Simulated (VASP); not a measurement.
# Te (P3_121) in VASP: further runs, part 2 of 2

VASP 6.6.1. The steps go on from the part before.

## (3) Single point, revPBE (41.43 Å³/atom)

This run uses another cell than the first one, of 41.43 Å³/atom.

INCAR

```
PREC = Accurate
ENCUT = 520
EDIFF = 1E-6
ISMEAR = -1
SIGMA = 0.05
LREAL = F
LASPH = T
NELM = 60
ALGO = Normal
ISIF = 2
LWAVE = F
LCHARG = T
GGA = RE
LELF = T
LVHAR = T
NBANDS = 16
```

KPOINTS

```
regular mesh
0
Gamma
  7 7 5
```

POSCAR

```
Te
1.0
    4.8707633066      0.0000000000      0.0000000000
   -2.4353816533      4.2182047593      0.0000000000
    0.0000000000      0.0000000000      6.0499565614
Te
3
Direct
    0.2517707349      0.0000000000      0.3333333333
    0.0000000000      0.2517707349      0.6666666667
    0.7482292651      0.7482292651      0.0000000000
```

Potentials or basis: VASP PAW PBE potentials, release 64 (Te).

Command:

```sh
> cat potpaw_PBE.64/Te/POTCAR > POTCAR
> mpirun -np 1 vasp_std > vasp.out
```

OUTCAR:

```text
PREC = Accurate
   ENCUT = 520
   EDIFF = 1E-6
   ISMEAR = -1
   LREAL = F
   LASPH = T
   NELM = 60
   ISIF = 2
   GGA = RE

 ion  position               nearest neighbor table
   1  0.252  0.000  0.333-   3 2.93   2 2.93
   2  0.000  0.252  0.667-   3 2.93   1 2.93
   3  0.748  0.748  0.000-   2 2.93   1 2.93

  LATTYP: Found a hexagonal cell.
 ALAT       =     4.8707633066
 C/A-ratio  =     1.2420961933

  Lattice vectors:

 A1 = (   4.8707633066,   0.0000000000,   0.0000000000)
 A2 = (  -2.4353816533,   4.2182047593,   0.0000000000)
 A3 = (   0.0000000000,   0.0000000000,   6.0499565614)

Analysis of symmetry for initial positions (statically):
=====================================================================
 Subroutine PRICEL returns:
 Original cell was already a primitive cell.

 Routine SETGRP: Setting up the symmetry group for a
 hexagonal supercell.

 Subroutine GETGRP returns: Found  6 space group operations
 (whereof  2 operations were pure point group operations)
 out of a pool of 24 trial point group operations.

The static configuration has the point symmetry C_2 .
 The point group associated with its full space group is D_3 .

Analysis of symmetry for dynamics (positions and initial velocities):
=====================================================================
 Subroutine PRICEL returns:
 Original cell was already a primitive cell.

 Routine SETGRP: Setting up the symmetry group for a
 hexagonal supercell.

 Subroutine GETGRP returns: Found  6 space group operations
 (whereof  2 operations were pure point group operations)
 out of a pool of 24 trial point group operations.

The dynamic configuration has the point symmetry C_2 .
 The point group associated with its full space group is D_3 .

 Subroutine INISYM returns: Found  6 space group operations
 (whereof  2 operations are pure point group operations),
 and found     1 'primitive' translations
[... 108 lines left out ...]
   NELECT =      18.0000    total number of electrons
   NUPDOWN=      -1.0000    fix difference up-down
   EMIN   =  10.00;   EMAX   =-10.00  energy-range for DOS
   EFERMI =   0.00;   METHOD = LEGACY
   ISMEAR =    -1;   SIGMA  =   0.05  broadening in eV -4-tet -1-fermi 0-gaus
   EFERMI_NEDOS =   21; number of points for ismear=-14 and -15
   IALGO  =     38    algorithm
   IMIX   =      4    mixing-type and parameters
     AMIX     =   0.40;   BMIX     =  1.00
     AMIX_MAG =   1.60;   BMIX_MAG =  1.00
  volume/ion in A,a.u.               =      41.43       279.61
  Fermi-wavevector in a.u.,A,eV,Ry     =   0.859686  1.624572 10.055530  0.739061
  Thomas-Fermi vector in A             =   1.977078
   LORBIT       =      0    0 simple, 1 ext, 2 COOP (PROOUT), +10 PAW based schemes
   GGA     = RE    functional components
   LHFCALC =     F    Hartree Fock is set to
   AEXX    =    0.0000 exact exchange contribution
   IVDW    =     0    specifies the selected vdW correction
   LEPSILON=     F    determine dielectric tensor
   LRPA    =     F    only Hartree local field effects (RPA)
 non-spin polarized calculation
  energy-cutoff  :      520.00
  volume of cell :      124.30
 maximum number of plane-waves:      3377
   NGX = 19   NGY = 19   NGZ = 23

 number of electron      18.0000000 magnetization

 Free energy of the ion-electron system (eV)
  ---------------------------------------------------
  ext. energy  EPLUGINS =         0.00000000
  ---------------------------------------------------
  free energy    TOTEN  =        -8.43953884 eV

  energy without entropy =       -8.43951794  energy(sigma->0) =       -8.43952839

 E-fermi :   4.0445     XC(G=0):  -8.0364

 val. band max:        3.6113396633   @ k =   0.0000   0.4286   0.4000
 cond. band min:       4.4405684694   @ k =   0.0000   0.0000   0.4000
 fundamental gap:      0.8292288061
 Fermi energy:         4.0445298962

 k-point     1 :       0.0000    0.0000    0.0000
  band No.  band energies     occupation
      1      -8.7819      2.00000
      2      -6.0949      2.00000
      3      -6.0949      2.00000
      4       1.0364      2.00000
      5       1.0432      2.00000
      6       1.0432      2.00000
[... 433 lines left out ...]
      3      -5.2937      2.00000
      4      -0.0570      2.00000
      5       0.6961      2.00000
      6       0.9513      2.00000
[... 8 lines left out ...]
     15      10.0649      0.00000
     16      10.5392      0.00000

 [... further k-points ...]
[... 5 lines left out ...]
  --------------------------------------------------------------------------------------
  -------------------------------------------------------------------------------------
  Total       -1.5477490     -1.5477490     -2.4118624      0.0000000     -0.0000000      0.0000000
  in kB      -19.9495991    -19.9495991    -31.0875270      0.0000000     -0.0000000      0.0000000
  external PRESSURE =     -23.6622417 kB  Pullay stress =       0.0000000 kB

 VOLUME and BASIS-vectors are now :
 -----------------------------------------------------------------------------
  energy-cutoff  :      520.00
  volume of cell :      124.30
      direct lattice vectors                 reciprocal lattice vectors
     4.870763307  0.000000000  0.000000000     0.205306630  0.118533838  0.000000000
    -2.435381653  4.218204759  0.000000000     0.000000000  0.237067676  0.000000000
     0.000000000  0.000000000  6.049956561     0.000000000  0.000000000  0.165290443

 POSITION                                       TOTAL-FORCE (eV/Angst)
 -----------------------------------------------------------------------------------
      1.22632      0.00000      2.01665        -0.461294      0.000000      0.000000
     -0.61316      1.06202      4.03330         0.230647     -0.399492      0.000000
      1.82222      3.15618      0.00000         0.230647      0.399492     -0.000000
 -----------------------------------------------------------------------------------
    total drift:                                0.000000     -0.000000      0.000000

  FREE ENERGIE OF THE ION-ELECTRON SYSTEM (eV)
  ---------------------------------------------------
  free  energy   TOTEN  =        -8.4395388388 eV

  energy  without entropy=       -8.4395179394  energy(sigma->0) =       -8.43952839
```

Run time: 28 s. Hardware: 1 thread of Intel Xeon Platinum 8488C (Sapphire Rapids), shared host; peak memory 0.24 GiB.

Results:

* Free energy: -8.4395 eV
* Pressure: -2.4 GPa
* Largest force: 0.461 eV/Å
* Band gap on the k mesh: 0.83 eV (least direct gap 0.95 eV)

Forces on the atoms (eV/Å):
```
Te  -0.461  0.000  0.000
Te   0.231 -0.399  0.000
Te   0.231  0.399  0.000
```

Caveat: the PAW data sets were made with another functional, which shifts forces and pressure a little; spin-orbit coupling is left out, which moves the levels of the heavy elements.

## (4) Single point, revPBE (42.97 Å³/atom)

This run uses another cell than the first one, of 42.97 Å³/atom.

INCAR

```
SYSTEM = Te
PREC = Accurate
ENCUT = 520
EDIFF = 1E-6
ISMEAR = -1
SIGMA = 0.05
LREAL = .FALSE.
LASPH = .TRUE.
NELM = 100
ALGO = Normal
ISIF = 2
LWAVE = .FALSE.
LCHARG = .TRUE.
GGA = RE
LELF = .TRUE.
LVHAR = .TRUE.
NBANDS = 16
```

KPOINTS

```
Automatic mesh
0
G
  7 7 5
  0 0 0
```

POSCAR

```
Te
1.0
    4.9301687138      0.0000000000      0.0000000000
   -2.4650843569      4.2696513511      0.0000000000
    0.0000000000      0.0000000000      6.1237437916
Te
3
Direct
    0.2517707349      0.0000000000      0.3333333333
    0.0000000000      0.2517707349      0.6666666667
    0.7482292651      0.7482292651      0.0000000000
```

Command:

```sh
> cat potpaw_PBE.64/Te/POTCAR > POTCAR
> mpirun -np 1 vasp_std > vasp.out
```

Wall time 38 s (1 thread of Intel Xeon Platinum 8488C (Sapphire Rapids), shared host); peak memory 0.27 GiB.

Results (log left out):

| Quantity | Value |
| --- | --- |
| Free energy | -8.3592 eV |
| Pressure | -3.2 GPa |
| Largest force | 0.645 eV/Å |
| Band gap on the k mesh | 0.83 eV (least direct gap 0.91 eV) |

Forces in eV/Å, atoms in the order of the input:
```
Te  -0.645  0.000  0.000
Te   0.322 -0.558  0.000
Te   0.322  0.558  0.000
```

Stress tensor (GPa, compression positive):
```
-2.68  0.00  0.00
 0.00 -2.68  0.00
 0.00  0.00 -4.22
```

Levels at points of the mesh, in eV from the valence-band top:
| k point | band 6 | band 7 | band 8 | band 9 | band 10 | band 11 | band 12 | band 13 |
| --- | --- | --- | --- | --- | --- | --- | --- | --- |
| (0.00, 0.00, 0.00) | -2.45 | -1.10 | -1.10 | -0.29 | 1.13 | 1.13 | 1.56 | 5.55 |

Caveat: the cell stands under tension; the PAW data sets were made with another functional, which shifts forces and pressure a little; spin-orbit coupling is left out, which moves the levels of the heavy elements. A k mesh can miss the band edges.

## (5) The runs side by side

| cell | gap on the mesh (eV) | pressure (GPa) | largest force (eV/Å) |
| --- | --- | --- | --- |
| a = 4.810, b = 4.810, c = 5.974 Å, angles 90.0, 90.0, 120.0°, 3 atoms | 0.82 | -1.3 | 0.25 |
| a = 4.871, b = 4.871, c = 6.050 Å, angles 90.0, 90.0, 120.0°, 3 atoms | 0.83 | -2.4 | 0.46 |
| a = 4.930, b = 4.930, c = 6.124 Å, angles 90.0, 90.0, 120.0°, 3 atoms | 0.83 | -3.2 | 0.64 |

Alike in all rows: task single point; level revPBE; potentials or basis VASP PAW PBE potentials, release 64 (Te); no spin polarisation; k mesh 7 × 7 × 5; cutoff (eV) 520; smearing fermi-dirac 0.05 eV.

Caveats: the PAW data sets were made with another functional, which shifts forces and pressure a little; spin-orbit coupling is left out, which moves the levels of the heavy elements; the cell stands under tension (at least some runs).

Total energies depend on the potentials used, so only differences within one code and one set of settings carry meaning.
